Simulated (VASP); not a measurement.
## Zr: single point with PBEsol

Zr:

```
CELL_PARAMETERS angstrom
2.87241 0.00000 0.00000
0.00000 2.87241 0.00000
0.00000 0.00000 2.87241
ATOMIC_POSITIONS crystal
Zr 0.00000 0.00000 0.00000
```

```json
{"Program": "VASP 6.6.1", "Task": "single point", "Functional": "PBEsol", "Potentials or basis": "VASP PAW PBE potentials, release 64 (Zr_sv)", "Cutoff": "520 eV", "k mesh": "13 × 13 × 13", "Occupations": "fermi-dirac, width 0.1 eV", "Spin": "no spin polarisation"}
```

The pressure is 0.1 GPa and the band gap on the k mesh is zero (band 6 reaches 9.10 eV, above the bottom of band 7 at 6.56 eV).

Levels at points of the mesh, in eV from the Fermi level:
```csv
k point,band 2,band 3,band 4,band 5,band 6,band 7,band 8,band 9,band 10,band 11
"(0.00, 0.00, 0.00)",-25.86,-25.86,-25.86,-5.12,-1.77,-1.77,5.84,5.84,5.84,13.11
```

It took 12 s on 1 thread of AMD EPYC 9R14 (Zen 4), with other jobs on the host, peak memory 0.12 GiB.

Caveat: the PAW data sets were made with another functional, which shifts forces and pressure a little.
